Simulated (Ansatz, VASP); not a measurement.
TiO in VASP and in Ansatz

```
Ti O
1.0
     4.08667    0.00000    0.00000
     0.00000    4.08667    0.00000
     0.00000    0.00000    4.08667
Ti O
3 3
Cartesian
  2.0433 2.0433 0.0000
  0.0000 2.0433 2.0433
  2.0433 0.0000 2.0433
  0.0000 2.0433 0.0000
  2.0433 0.0000 0.0000
  0.0000 0.0000 2.0433
```

Alike in both runs: task relaxation of cell and atoms; functional r2SCAN; k mesh 10 × 10 × 10; occupations gaussian, width 0.1 eV; no spin polarisation.

|  | VASP | Ansatz |
| --- | --- | --- |
| version | VASP 6.6.1 | Ansatz 0.2.0 |
| potentials or method | VASP PAW PBE potentials, release 64 (Ti_sv, O), cutoff 600 eV | scalar-relativistic, plane waves, PAW |
| valence electrons in the cell | 54 | 54 |

VASP gave:

| Property | Result |
| --- | --- |
| gap on the k mesh at the Fermi level, each at its own relaxed structure (eV) | none |
| relaxed volume (Å³/atom) | 11.18 |
| relaxed length of the cell vector where the two differ most in proportion (Å) | 4.063 |

**Question.** What did Ansatz give for the same quantities?

**Answer.** gap on the k mesh at the Fermi level, each at its own relaxed structure (eV): none; relaxed volume (Å³/atom): 11.12; relaxed length of the cell vector where the two differ most in proportion (Å): 4.056.

VASP's potentials were made for PBE, not for r2SCAN. A gap of «none» marks a metal or a gap that the smearing closes.
